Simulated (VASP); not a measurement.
# GaSb (F-43m) in VASP: single point with PBE

Aim: the single point of GaSb with PBE.

Everything below comes from runs of VASP 6.6.1. Logs are shortened: lines on timing, memory, paths and dates and some standing lists are left out, and cuts for length are marked.

## 1. The cell of the first run

Symmetry: F-43m, No. 216, cubic system. The conventional cell has a = 6.214 Å, b = 6.214 Å, c = 6.214 Å, α = 90.00°, β = 90.00°, γ = 90.00°. Within 3.5 Å of Ga (site symmetry -43m) lie 4 Sb at 2.69 Å. Within 3.5 Å of Sb (site symmetry -43m) lie 4 Ga at 2.69 Å.

## 2. Single point, PBE

Input file POSCAR:

```
GaSb
1.0
    0.0000000000      3.1069206344      3.1069206344
    3.1069206344      0.0000000000      3.1069206344
    3.1069206344      3.1069206344      0.0000000000
Ga Sb
1 1
Direct
    0.0000000000      0.0000000000      0.0000000000
    0.2500000000      0.2500000000      0.2500000000
```

Input file INCAR.step1:

```
SYSTEM = GaSb
PREC = Accurate
ENCUT = 520
EDIFF = 1E-6
ISMEAR = 0
SIGMA = 0.1
LREAL = .False.
LASPH = .True.
NELM = 100
ALGO = Fast
ISIF = 2
LWAVE = .False.
LCHARG = .True.
GGA = PE
NBANDS = 16
```

Input file KPOINTS.step1:

```
regular mesh
0
Gamma
  12 12 12
  0 0 0
```

Input file INCAR.step2:

```
SYSTEM = GaSb
PREC = Accurate
ENCUT = 520
EDIFF = 1E-6
ISMEAR = -5
SIGMA = 0.1
LREAL = .False.
LASPH = .True.
NELM = 100
ALGO = Fast
ISIF = 2
LWAVE = .False.
LCHARG = .False.
GGA = PE
LORBIT = 10
NBANDS = 16
NEDOS = 2001
ICHARG = 11
```

Input file KPOINTS.step2:

```
regular mesh
0
Gamma
  18 18 18
  0 0 0
```

Potentials or basis: VASP PAW PBE potentials, release 64 (Ga_d, Sb).

Run with:

```bash
$ cat potpaw_PBE.64/Ga_d/POTCAR potpaw_PBE.64/Sb/POTCAR > POTCAR
$ cp INCAR.step1 INCAR
$ cp KPOINTS.step1 KPOINTS
$ mpirun -np 1 vasp_std > vasp.out
$ cp INCAR.step2 INCAR
$ cp KPOINTS.step2 KPOINTS
$ mpirun -np 1 vasp_std > vasp.out
```

OUTCAR:

```text
SYSTEM = GaSb
   PREC = Accurate
   ENCUT = 520
   EDIFF = 1E-6
   ISMEAR = -5
   LREAL = .False.
   LASPH = .True.
   NELM = 100
   ISIF = 2
   GGA = PE
   LORBIT = 10
   ICHARG = 11

 ion  position               nearest neighbor table
   1  0.000  0.000  0.000-   2 2.69   2 2.69   2 2.69   2 2.69
   2  0.250  0.250  0.250-   1 2.69   1 2.69   1 2.69   1 2.69

  LATTYP: Found a face centered cubic cell.
 ALAT       =     6.2138412688

  Lattice vectors:

 A1 = (   0.0000000000,   3.1069206344,   3.1069206344)
 A2 = (   3.1069206344,   0.0000000000,   3.1069206344)
 A3 = (   3.1069206344,   3.1069206344,   0.0000000000)

Analysis of symmetry for initial positions (statically):
=====================================================================
 Subroutine PRICEL returns:
 Original cell was already a primitive cell.

 Routine SETGRP: Setting up the symmetry group for a
 face centered cubic supercell.

 Subroutine GETGRP returns: Found 24 space group operations
 (whereof 24 operations were pure point group operations)
 out of a pool of 48 trial point group operations.

The static configuration has the point symmetry T_d .

Analysis of symmetry for dynamics (positions and initial velocities):
=====================================================================
 Subroutine PRICEL returns:
 Original cell was already a primitive cell.

 Routine SETGRP: Setting up the symmetry group for a
 face centered cubic supercell.

 Subroutine GETGRP returns: Found 24 space group operations
 (whereof 24 operations were pure point group operations)
 out of a pool of 48 trial point group operations.

The dynamic configuration has the point symmetry T_d .

 Subroutine INISYM returns: Found 24 space group operations
 (whereof 24 operations are pure point group operations),
 and found     1 'primitive' translations

----------------------------------------------------------------------------------------

                                     Primitive cell

  volume of cell :      59.9819

  direct lattice vectors                    reciprocal lattice vectors
     0.000000000  3.106920634  3.106920634    -0.160931050  0.160931050  0.160931050
     3.106920634  0.000000000  3.106920634     0.160931050 -0.160931050  0.160931050
     3.106920634  3.106920634  0.000000000     0.160931050  0.160931050 -0.160931050

  length of vectors
     4.393849298  4.393849298  4.393849298     0.278740755  0.278740755  0.278740755

  position of ions in fractional coordinates (direct lattice)
[... 84 lines left out ...]
   NSW    =      0    number of steps for IOM
   IBRION =     -1    ionic relax: 0-MD 1-quasi-New 2-CG
   NFREE  =      0    steps in history (QN), initial steepest desc. (CG)
   ISIF   =      2    stress and relaxation
   ISYM   =      2    0-nonsym 1-usesym 2-fastsym
   POTIM  = 0.5000    time-step for ionic-motion
   TEBEG  =    0.0;   TEEND  =   0.0 temperature during run
   PSTRESS=    0.0 pullay stress
   NELECT =      18.0000    total number of electrons
   NUPDOWN=      -1.0000    fix difference up-down
   EMIN   =  10.00;   EMAX   =-10.00  energy-range for DOS
   EFERMI =   0.00;   METHOD = LEGACY
   ISMEAR =    -5;   SIGMA  =   0.10  broadening in eV -4-tet -1-fermi 0-gaus
   EFERMI_NEDOS =   21; number of points for ismear=-14 and -15
   IALGO  =     68    algorithm
   IMIX   =      4    mixing-type and parameters
     AMIX     =   0.40;   BMIX     =  1.00
     AMIX_MAG =   1.60;   BMIX_MAG =  1.00
  volume/ion in A,a.u.               =      29.99       202.39
  Fermi-wavevector in a.u.,A,eV,Ry     =   1.096038  2.071211 16.344661  1.201299
  Thomas-Fermi vector in A             =   2.232372
   LORBIT       =     10    0 simple, 1 ext, 2 COOP (PROOUT), +10 PAW based schemes
   GGA     = PE    functional components
   LHFCALC =     F    Hartree Fock is set to
   AEXX    =    0.0000 exact exchange contribution
   IVDW    =     0    specifies the selected vdW correction
   LEPSILON=     F    determine dielectric tensor
   LRPA    =     F    only Hartree local field effects (RPA)
 non-spin polarized calculation
 RMM-DIIS sequential band-by-band and
 Fermi weights with tetrahedron method with Bloechl corrections
  energy-cutoff  :      520.00
  volume of cell :       59.98
 maximum number of plane-waves:      1639
 NGX is ok and might be reduce to    36

 number of electron      17.9999991 magnetization

 Free energy of the ion-electron system (eV)
  ---------------------------------------------------
  ext. energy  EPLUGINS =         0.00000000
  ---------------------------------------------------
  free energy    TOTEN  =        -7.37297937 eV

  energy without entropy =       -7.37297937  energy(sigma->0) =       -7.37297937

 E-fermi :   4.4060     XC(G=0):  -8.8873

 val. band max:        4.4045925115   @ k =   0.0000   0.0000   0.0000
 cond. band min:       4.4045925115   @ k =   0.0000   0.0000   0.0000
 fundamental gap:      0.0000000001
 Fermi energy:         4.4059983877

 k-point     1 :       0.0000    0.0000    0.0000
  band No.  band energies     occupation
      1     -10.5433      2.00000
      2     -10.5433      2.00000
      3     -10.5433      2.00000
      4     -10.4996      2.00000
      5     -10.4996      2.00000
      6      -6.7578      2.00000
[... 433 lines left out ...]
      3     -10.5377      2.00000
      4     -10.5004      2.00000
      5     -10.4995      2.00000
      6      -6.1935      2.00000
[... 8 lines left out ...]
     15      11.6698      0.00000
     16      12.4378      0.00000

 [... further k-points ...]
[... 5 lines left out ...]
  --------------------------------------------------------------------------------------
  -------------------------------------------------------------------------------------
  Total       -0.0214969     -0.0214969     -0.0214969     -0.0000000     -0.0000000     -0.0000000
  in kB       -0.5742033     -0.5742033     -0.5742033     -0.0000000     -0.0000000     -0.0000000
  external PRESSURE =      -0.5742033 kB  Pullay stress =       0.0000000 kB

 VOLUME and BASIS-vectors are now :
 -----------------------------------------------------------------------------
  energy-cutoff  :      520.00
  volume of cell :       59.98
      direct lattice vectors                 reciprocal lattice vectors
     0.000000000  3.106920634  3.106920634    -0.160931050  0.160931050  0.160931050
     3.106920634  0.000000000  3.106920634     0.160931050 -0.160931050  0.160931050
     3.106920634  3.106920634  0.000000000     0.160931050  0.160931050 -0.160931050

 POSITION                                       TOTAL-FORCE (eV/Angst)
 -----------------------------------------------------------------------------------
      0.00000      0.00000      0.00000         0.000000      0.000000      0.000000
      1.55346      1.55346      1.55346        -0.000000     -0.000000     -0.000000
 -----------------------------------------------------------------------------------
    total drift:                                0.000001      0.000001      0.000001

  FREE ENERGIE OF THE ION-ELECTRON SYSTEM (eV)
  ---------------------------------------------------
  free  energy   TOTEN  =        -7.3729793684 eV

  energy  without entropy=       -7.3729793684  energy(sigma->0) =       -7.37297937

 total charge

# of ion       s       p       d       tot
------------------------------------------
    1        0.912   0.722   9.957  11.592
    2        1.135   1.310   0.025   2.470
--------------------------------------------------
tot          2.047   2.032   9.982  14.062
```

OUTCAR.step1:

```text
SYSTEM = GaSb
   PREC = Accurate
   ENCUT = 520
   EDIFF = 1E-6
   ISMEAR = 0
   LREAL = .False.
   LASPH = .True.
[... 679 lines left out ...]
      0.00000      0.00000      0.00000         0.000000     -0.000000      0.000000
      1.55346      1.55346      1.55346        -0.000000      0.000000     -0.000000
 -----------------------------------------------------------------------------------
    total drift:                                0.000001      0.000001      0.000001

  FREE ENERGIE OF THE ION-ELECTRON SYSTEM (eV)
  ---------------------------------------------------
  free  energy   TOTEN  =        -7.3730726165 eV

  energy  without entropy=       -7.3729357861  energy(sigma->0) =       -7.37300420
```

OSZICAR.step1:

```text
N       E                     dE             d eps       ncg     rms          rms(c)
DAV:   1     0.837552026936E+02    0.83755E+02   -0.85738E+03  2328   0.137E+03
DAV:   2    -0.876564199420E+00   -0.84632E+02   -0.81511E+02  2744   0.303E+02
DAV:   3    -0.730293957462E+01   -0.64264E+01   -0.64133E+01  2728   0.657E+01
DAV:   4    -0.741801113075E+01   -0.11507E+00   -0.11506E+00  2960   0.974E+00
DAV:   5    -0.742065338679E+01   -0.26423E-02   -0.26422E-02  2856   0.132E+00    0.300E+00
RMM:   6    -0.738214270092E+01    0.38511E-01   -0.50968E-02  3335   0.234E+00    0.182E+00
RMM:   7    -0.737141353944E+01    0.10729E-01   -0.37905E-02  3183   0.142E+00    0.291E-01
RMM:   8    -0.737248734408E+01   -0.10738E-02   -0.93682E-03  3368   0.787E-01    0.673E-02
RMM:   9    -0.737298333563E+01   -0.49599E-03   -0.14861E-03  3159   0.352E-01    0.233E-02
RMM:  10    -0.737304388783E+01   -0.60552E-04   -0.35197E-04  3515   0.170E-01    0.160E-02
RMM:  11    -0.737306991693E+01   -0.26029E-04   -0.85642E-05  3155   0.857E-02    0.287E-03
RMM:  12    -0.737307206496E+01   -0.21480E-05   -0.19867E-05  3698   0.392E-02    0.196E-03
RMM:  13    -0.737307261651E+01   -0.55155E-06   -0.32748E-06  2722   0.180E-02
   1 F= -.73730726E+01 E0= -.73730042E+01  d E =-.136830E-03
```

Wall time 2.4 min (1 thread of AMD EPYC 9R45 (Zen 5), shared host); peak memory 0.31 GiB.

Results:

```
Valence electrons inside the program's atomic spheres : Ga 11.59; Sb 2.47
```

Caveat: spin-orbit coupling is left out, which moves the levels of the heavy elements; tetrahedron occupations give inexact forces and stress in metals.
